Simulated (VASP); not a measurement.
**Cd5Se: single point with PBE**

The system is Cd5Se.

```xyz
6
Lattice="0.0000 4.1103 4.1103 4.1103 0.0000 4.1103 4.1103 4.1103 0.0000" Properties=species:S:1:pos:R:3 pbc="T T T"
Cd    2.0551    2.0551    2.0551
Cd    5.1288    3.0918    3.0918
Cd    5.1288    5.1288    5.1288
Cd    3.0918    3.0918    5.1288
Cd    3.0918    5.1288    3.0918
Se    0.0000    0.0000    0.0000
```

```yaml
Program: VASP 6.6.1
Task: single point
Functional: PBE
Potentials_or_basis: VASP PAW PBE potentials, release 64 (Cd, Se)
Cutoff: 520 eV
k_mesh: 4 × 4 × 4
Occupations: gaussian, width 0.1 eV
Spin: no spin polarisation
Dipole_correction: no
Further_INCAR_settings: ALGO = Normal; EDIFF = 1e-06; NBANDS = 42
```

| Quantity | Value |
| --- | --- |
| Pressure | 2.2 GPa |
| Largest force | 0.220 eV/Å |
| Band gap on the k mesh | zero (band 33 reaches 3.29 eV, above the bottom of band 34 at 2.27 eV) |

Forces on the atoms (eV/Å):
```
Cd   0.000  0.000  0.000
Cd   0.127 -0.127 -0.127
Cd   0.127  0.127  0.127
Cd  -0.127 -0.127  0.127
Cd  -0.127  0.127 -0.127
Se   0.000  0.000  0.000
```

Levels at points of the mesh, in eV from the Fermi level:
| k point | band 31 | band 32 | band 33 | band 34 | band 35 | band 36 |
| --- | --- | --- | --- | --- | --- | --- |
| (0.00, 0.00, 0.00) | -1.96 | -0.28 | -0.28 | -0.28 | 0.04 | 1.19 |
| (0.50, 0.00, 0.00) | -2.37 | -0.93 | -0.93 | -0.30 | 1.66 | 2.08 |
| (0.50, 0.50, 0.00) | -3.12 | -0.21 | 0.57 | 0.57 | 0.80 | 4.04 |

It took 70 s on 1 thread of Intel(R) Xeon(R) Platinum 8259CL CPU @ 2.50GHz (Skylake/Cascade Lake) (shared host), peak memory 0.32 GiB.
